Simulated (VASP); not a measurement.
# CsH (I4/mmm) in VASP: further runs

Runs on CsH. Level: r2SCAN. Tasks: single point.

Program: VASP 6.6.1. These are calculated values, not measurements. Logs are shortened: lines on timing, memory, paths and dates and some standing lists are left out, and cuts for length are marked.

## Step 1: The cell of the first run

Symmetry: I4/mmm, No. 139, tetragonal system. Conventional cell: a = 4.779 Å, b = 4.779 Å, c = 6.305 Å, α = 90.00°, β = 90.00°, γ = 90.00°. Within 4.1 Å of Cs (site symmetry 4/mmm) lie 6 H at 3.15 to 3.38 Å. Within 4.1 Å of H (site symmetry 4/mmm) lie 6 Cs at 3.15 to 3.38 Å.

## Step 2: Single point, r2SCAN (biaxial strain in the a-b plane: +6.0 %, then relaxed in part)

The input, POSCAR:

```
CsH
1.0
    3.3792800000      3.3792800000      0.0000000000
   -3.3792800000      3.3792800000      0.0000000000
    0.0000000000      0.0000000000      6.3052855189
Cs H
2 2
Direct
    0.0000000000      0.0000000000      0.0000000000
    0.5000000000      0.5000000000      0.5000000000
    0.5000000000      0.5000000000      0.0000000000
    0.0000000000      0.0000000000      0.5000000000
```

The input, INCAR.step1:

```
  PREC = Accurate
  ENCUT = 520
  ISMEAR = 0
  SIGMA = 0.02
  LREAL = F
  LASPH = T
  NELM = 100
  NBANDS = 18
  GGA = PE
  ALGO = Normal
  EDIFF = 1E-4
  LWAVE = T
  LCHARG = F
```

The input, INCAR.step2:

```
  PREC = Accurate
  ENCUT = 520
  EDIFF = 1E-6
  ISMEAR = 0
  SIGMA = 0.02
  LREAL = F
  LASPH = T
  NELM = 100
  ALGO = Normal
  ISIF = 2
  LWAVE = F
  LCHARG = T
  METAGGA = R2SCAN
  LMIXTAU = T
  LELF = T
  LVHAR = T
  NBANDS = 18
  ISTART = 1
```

The input, KPOINTS:

```
regular mesh
0
Gamma
  6 6 4
```

Potentials or basis: VASP PAW PBE potentials, release 64 (Cs_sv, H).

Command:

```console
$ cat potpaw_PBE.64/Cs_sv/POTCAR potpaw_PBE.64/H/POTCAR > POTCAR
$ cp INCAR.step1 INCAR
$ mpirun -np 1 vasp_std > vasp.out
$ cp INCAR.step2 INCAR
$ mpirun -np 1 vasp_std > vasp.out
```

OUTCAR:

```text
PREC = Accurate
   ENCUT = 520
   EDIFF = 1E-6
   ISMEAR = 0
   LREAL = F
   LASPH = T
   NELM = 100
   ISIF = 2
   METAGGA = R2SCAN
   ISTART = 1

 ion  position               nearest neighbor table
   1  0.000  0.000  0.000-
   2  0.500  0.500  0.500-
   3  0.500  0.500  0.000-
   4  0.000  0.000  0.500-

  LATTYP: Found a simple tetragonal cell.
 ALAT       =     4.7790236071
 C/A-ratio  =     1.3193668911

  Lattice vectors:

 A1 = (   3.3792800000,   3.3792800000,   0.0000000000)
 A2 = (  -3.3792800000,   3.3792800000,   0.0000000000)
 A3 = (   0.0000000000,   0.0000000000,   6.3052855189)

Analysis of symmetry for initial positions (statically):
=====================================================================
 Subroutine PRICEL returns following result:

  LATTYP: Found a body centered tetragonal cell.
 ALAT       =     4.7790236071
 C/A-ratio  =     1.3193668911

  Lattice vectors:

 A1 = (   0.0000000000,  -3.3792800000,  -3.1526427594)
 A2 = (   0.0000000000,   3.3792800000,  -3.1526427594)
 A3 = (   3.3792800000,   0.0000000000,   3.1526427594)

   2 primitive cells build up your supercell.

 Routine SETGRP: Setting up the symmetry group for a
 simple tetragonal supercell.

 Subroutine GETGRP returns: Found 16 space group operations
 (whereof 16 operations were pure point group operations)
 out of a pool of 16 trial point group operations.

The static configuration has the point symmetry D_4h.

Analysis of symmetry for dynamics (positions and initial velocities):
=====================================================================
 Subroutine PRICEL returns following result:

  LATTYP: Found a body centered tetragonal cell.
 ALAT       =     4.7790236071
 C/A-ratio  =     1.3193668911

  Lattice vectors:

 A1 = (   0.0000000000,  -3.3792800000,  -3.1526427594)
 A2 = (   0.0000000000,   3.3792800000,  -3.1526427594)
[... 95 lines left out ...]
   total plane-waves  NPLWV =  62208
   dimension x,y,z NGX =    36 NGY =   36 NGZ =   48
   dimension x,y,z NGXF=    72 NGYF=   72 NGZF=   96
   ions per type =               2   2
   NGX,Y,Z   is equivalent  to a cutoff of  12.52, 12.52, 12.66 a.u.
   NGXF,Y,Z  is equivalent  to a cutoff of  25.05, 25.05, 25.31 a.u.
 SYSTEM =  unknown system
   PREC   = accura    normal or accurate (medium, high low for compatibility)
   ISTART =      1    job   : 0-new  1-cont  2-samecut
   ICHARG =      0    charge: 1-file 2-atom 10-const
   ISPIN  =      1    spin polarized calculation?
   LNONCOLLINEAR =      F non collinear calculations
   LSORBIT =      F    spin-orbit coupling
   LASPH  =      T    aspherical Exc in radial PAW
   ENCUT  =  520.0 eV  38.22 Ry    6.18 a.u.   8.89  8.89 11.72*2*pi/ulx,y,z
   NELM   =    100;   NELMIN=  2; NELMDL=  0     # of ELM steps
   EDIFF  = 0.1E-05   stopping-criterion for ELM
   LREAL  =      F    real-space projection
   EDIFFG = 0.1E-04   stopping-criterion for IOM
   NSW    =      0    number of steps for IOM
   IBRION =     -1    ionic relax: 0-MD 1-quasi-New 2-CG
   NFREE  =      0    steps in history (QN), initial steepest desc. (CG)
   ISIF   =      2    stress and relaxation
   ISYM   =      2    0-nonsym 1-usesym 2-fastsym
   POTIM  = 0.5000    time-step for ionic-motion
   TEBEG  =    0.0;   TEEND  =   0.0 temperature during run
   PSTRESS=    0.0 pullay stress
   NELECT =      20.0000    total number of electrons
   NUPDOWN=      -1.0000    fix difference up-down
   EMIN   =  10.00;   EMAX   =-10.00  energy-range for DOS
   EFERMI =   0.00;   METHOD = LEGACY
   ISMEAR =     0;   SIGMA  =   0.02  broadening in eV -4-tet -1-fermi 0-gaus
   EFERMI_NEDOS =   21; number of points for ismear=-14 and -15
   IALGO  =     38    algorithm
   IMIX   =      4    mixing-type and parameters
     AMIX     =   0.40;   BMIX     =  1.00
     AMIX_MAG =   1.60;   BMIX_MAG =  1.00
  volume/ion in A,a.u.               =      36.00       242.95
  Fermi-wavevector in a.u.,A,eV,Ry     =   0.847794  1.602099  9.779256  0.718755
  Thomas-Fermi vector in A             =   1.963356
   LORBIT       =      0    0 simple, 1 ext, 2 COOP (PROOUT), +10 PAW based schemes
   METAGGA = R2SCAN    functional components
   LHFCALC =     F    Hartree Fock is set to
   AEXX    =    0.0000 exact exchange contribution
   IVDW    =     0    specifies the selected vdW correction
   LEPSILON=     F    determine dielectric tensor
   LRPA    =     F    only Hartree local field effects (RPA)
 non-spin polarized calculation
 Gauss-broadening in eV      SIGMA  =   0.02
  energy-cutoff  :      520.00
  volume of cell :      144.01
 maximum number of plane-waves:      3912
 NGX is ok and might be reduce to    36
   NGX = 17   NGY = 17   NGZ = 23

 number of electron      19.9999993 magnetization

 Free energy of the ion-electron system (eV)
  ---------------------------------------------------
  ext. energy  EPLUGINS =         0.00000000
  ---------------------------------------------------
  free energy    TOTEN  =       -57.91965924 eV

  energy without entropy =      -57.91965924  energy(sigma->0) =      -57.91965924

 E-fermi :  -0.4612     XC(G=0):  -7.1427

 val. band max:       -0.5531833467   @ k =   0.5000   0.0000   0.5000
 cond. band min:       2.1903588067   @ k =   0.5000   0.0000   0.5000
 fundamental gap:      2.7435421534
 Fermi energy:        -0.4612032787

 k-point     1 :       0.0000    0.0000    0.0000
  band No.  band energies     occupation
      1     -22.6299      2.00000
      2     -22.5519      2.00000
      3      -9.2817      2.00000
      4      -9.0703      2.00000
      5      -9.0703      2.00000
      6      -8.8314      2.00000
[... 481 lines left out ...]
      5      -8.9260      2.00000
      6      -8.9260      2.00000
[... 10 lines left out ...]
     17       6.8145      0.00000
     18       6.8145      0.00000

 [... further k-points ...]
[... 5 lines left out ...]
  --------------------------------------------------------------------------------------
  -------------------------------------------------------------------------------------
  Total       -0.9839654     -0.9839654      0.0261588      0.0000000     -0.0000000     -0.0000000
  in kB      -10.9473073    -10.9473073      0.2910350      0.0000000     -0.0000000     -0.0000000
  external PRESSURE =      -7.2011932 kB  Pullay stress =       0.0000000 kB

 VOLUME and BASIS-vectors are now :
 -----------------------------------------------------------------------------
  energy-cutoff  :      520.00
  volume of cell :      144.01
      direct lattice vectors                 reciprocal lattice vectors
     3.379280000  3.379280000  0.000000000     0.147960512  0.147960512  0.000000000
    -3.379280000  3.379280000  0.000000000    -0.147960512  0.147960512  0.000000000
     0.000000000  0.000000000  6.305285519     0.000000000  0.000000000  0.158597100

 POSITION                                       TOTAL-FORCE (eV/Angst)
 -----------------------------------------------------------------------------------
      0.00000      0.00000      0.00000         0.000000     -0.000000      0.000000
      0.00000      3.37928      3.15264        -0.000000     -0.000000     -0.000000
      0.00000      3.37928      0.00000         0.000000      0.000000      0.000000
      0.00000      0.00000      3.15264         0.000000      0.000000      0.000000
 -----------------------------------------------------------------------------------
    total drift:                               -0.000000      0.000000      0.000000

  FREE ENERGIE OF THE ION-ELECTRON SYSTEM (eV)
  ---------------------------------------------------
  free  energy   TOTEN  =       -57.9196592435 eV

  energy  without entropy=      -57.9196592435  energy(sigma->0) =      -57.91965924
```

OSZICAR.step1:

```text
N       E                     dE             d eps       ncg     rms          rms(c)
DAV:   1     0.116561501902E+03    0.11656E+03   -0.77158E+03  1080   0.896E+02
DAV:   2     0.190434281513E+01   -0.11466E+03   -0.11045E+03  1370   0.150E+02
DAV:   3    -0.105748578086E+02   -0.12479E+02   -0.12450E+02  1338   0.562E+01
DAV:   4    -0.107244763710E+02   -0.14962E+00   -0.14958E+00  1390   0.727E+00
DAV:   5    -0.107253670107E+02   -0.89064E-03   -0.89058E-03  1414   0.538E-01    0.530E+00
DAV:   6    -0.928684629068E+01    0.14385E+01   -0.15731E+00  1154   0.358E+00    0.219E+00
DAV:   7    -0.901216171492E+01    0.27468E+00   -0.17462E+00  1210   0.340E+00    0.986E-01
DAV:   8    -0.908315845618E+01   -0.70997E-01   -0.21059E-01  1134   0.143E+00    0.643E-01
DAV:   9    -0.906325728350E+01    0.19901E-01   -0.58014E-02  1330   0.695E-01    0.102E-01
DAV:  10    -0.906431274903E+01   -0.10555E-02   -0.87907E-03  1198   0.258E-01    0.875E-02
DAV:  11    -0.906451659167E+01   -0.20384E-03   -0.88294E-04  1164   0.122E-01    0.460E-02
DAV:  12    -0.906444457334E+01    0.72018E-04   -0.35208E-04  1012   0.482E-02
   1 F= -.90644446E+01 E0= -.90644446E+01  d E =-.294320E-12
```

Wall time 100 s (1 thread of Intel Xeon 6975P-C (Granite Rapids), shared host); peak memory 0.28 GiB.

Results:

| Item | Value |
| --- | --- |
| Free energy | -57.9197 eV |
| Pressure | -0.7 GPa |
| Band gap on the k mesh | 2.74 eV |

Levels at points of the mesh, in eV from the valence-band top:
```
           k point  band 6  band 7  band 8  band 9  band 10  band 11  band 12  band 13  band 14  band 15
(0.00, 0.00, 0.00)   -8.28   -8.28   -8.21   -1.46    -0.90     3.53     5.59     5.59     5.73     5.87
(0.50, 0.00, 0.00)   -8.45   -8.37   -8.37   -0.47    -0.47     3.65     3.65     4.72     4.72     5.78
(0.50, 0.50, 0.00)   -8.42   -8.42   -8.42   -0.91    -0.91     3.75     3.75     5.45     5.45     7.86
(0.00, 0.00, 0.50)   -8.40   -8.40   -8.40   -0.71    -0.71     4.35     4.35     4.88     4.88     6.23
(0.50, 0.00, 0.50)   -8.37   -8.28   -8.28    0.00     0.00     2.74     2.74     5.03     5.03     5.52
(0.50, 0.50, 0.50)   -8.62   -8.47   -8.47   -0.44    -0.44     4.45     4.45     4.45     4.45     5.89
```

Caveat: the cell differs from its parent crystal (biaxial strain in the a-b plane: +6.0 %, then relaxed in part); the PAW data sets were made with another functional, which shifts forces and pressure a little; spin-orbit coupling is left out, which moves the levels of the heavy elements. A k mesh can miss the band edges.

(Continued in part 2 of 3.)
